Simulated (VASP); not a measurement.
Input of a VASP 6.6.1 run:

INCAR

```
PREC     = Accurate       # precision mode
ENCUT    = 520            # plane-wave cutoff, eV
EDIFF    = 1E-7           # SCF threshold, eV
ISMEAR   = 0              # smearing method
SIGMA    = 0.02           # smearing width, eV
LREAL    = F              # projectors in reciprocal space
LASPH    = T              # aspherical terms in the spheres
NELM     = 100            # most SCF steps
ALGO     = Normal         # electronic algorithm
ISIF     = 2              # what is computed and relaxed
LWAVE    = F              # write WAVECAR
LCHARG   = T              # write CHGCAR
GGA      = PE             # functional
LELF     = T              # ELF
LVHAR    = T            
NBANDS   = 36             # bands
```

File KPOINTS:

```
Automatic mesh
0
Gamma
  6 6 6
```

POSCAR

```
Mg3Te2O
1.0
    6.6032262609     -3.3690690651      0.0000000000
    6.6032262609      3.3690690651      0.0000000000
    0.0000000000      0.0000000000      6.1684980413
Mg Te O
6 4 2
Direct
    0.4586301987      0.8074279143      0.7500000000
    0.1925720857      0.5413698013      0.7500000000
    0.0000000000      0.0000000000      0.5000000000
    0.8074279143      0.4586301987      0.2500000000
    0.5413698013      0.1925720857      0.2500000000
    0.0000000000      0.0000000000      0.0000000000
    0.1025715676      0.5928762100      0.2500000000
    0.8974284324      0.4071237900      0.7500000000
    0.4071237900      0.8974284324      0.2500000000
    0.5928762100      0.1025715676      0.7500000000
    0.1893990557      0.8106009443      0.7500000000
    0.8106009443      0.1893990557      0.2500000000
```

Potentials or basis: VASP PAW PBE potentials, release 64 (Mg, Te, O).

The run is started by

```sh
$ cat potpaw_PBE.64/Mg/POTCAR potpaw_PBE.64/Te/POTCAR potpaw_PBE.64/O/POTCAR > POTCAR
$ mpirun -np 1 vasp_std > vasp.out
```

Q: Estimate the pressure.

A: -0.1 GPa.

Q: What does it give for the largest force?

A: 0.009 eV/Å.

Forces on the atoms (eV/Å):
```
Mg  -0.003  0.002  0.000
Mg   0.003  0.002  0.000
Mg   0.000  0.000  0.000
Mg  -0.003 -0.002  0.000
Mg   0.003 -0.002  0.000
Mg   0.000  0.000  0.000
Te  -0.002  0.001  0.000
Te   0.002 -0.001  0.000
Te   0.002  0.001  0.000
Te  -0.002 -0.001  0.000
O    0.000  0.009  0.000
O    0.000 -0.009  0.000
```
